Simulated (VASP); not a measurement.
A run of VASP 6.6.1 is set up as follows.

Contents of POSCAR:

```
Os
1.0
    2.7393806551      0.0000000000      0.0000000000
   -1.3696903275      2.3723732379      0.0000000000
    0.0000000000      0.0000000000      4.3138178725
Os
2
Direct
    0.3333333333      0.6666666667      0.2500000000
    0.6666666667      0.3333333333      0.7500000000
```

INCAR.step1

```
PREC = Accurate
ENCUT = 520
ISMEAR = 1
SIGMA = 0.03
LREAL = F
LASPH = T
NELM = 80
NBANDS = 15
GGA = PE
ALGO = Normal
EDIFF = 1E-4
LWAVE = T
LCHARG = F
```

File INCAR.step2:

```
PREC = Accurate
ENCUT = 520
EDIFF = 1E-6
ISMEAR = 1
SIGMA = 0.03
LREAL = F
LASPH = T
NELM = 80
ALGO = Normal
ISIF = 2
LWAVE = F
LCHARG = F
METAGGA = R2SCAN
LMIXTAU = T
NBANDS = 15
ISTART = 1
```

Contents of KPOINTS:

```
Automatic mesh
0
Gamma
  13 13 7
```

Potentials or basis: VASP PAW PBE potentials, release 64 (Os).

Command:

```bash
$ cat potpaw_PBE.64/Os/POTCAR > POTCAR
$ cp INCAR.step1 INCAR
$ mpirun -np 1 vasp_std > vasp.out
$ cp INCAR.step2 INCAR
$ mpirun -np 1 vasp_std > vasp.out
```

Predict the pressure.

0.8 GPa.

Estimate the band gap on the k mesh.

zero (band 8 reaches 11.36 eV, above the bottom of band 9 at 7.40 eV).

Stress tensor (GPa, compression positive):
```
0.92 0.00 0.00
0.00 0.92 0.00
0.00 0.00 0.52
```

Caveat: the PAW data sets were made with another functional, which shifts forces and pressure a little; spin-orbit coupling is left out, which moves the levels of the heavy elements.
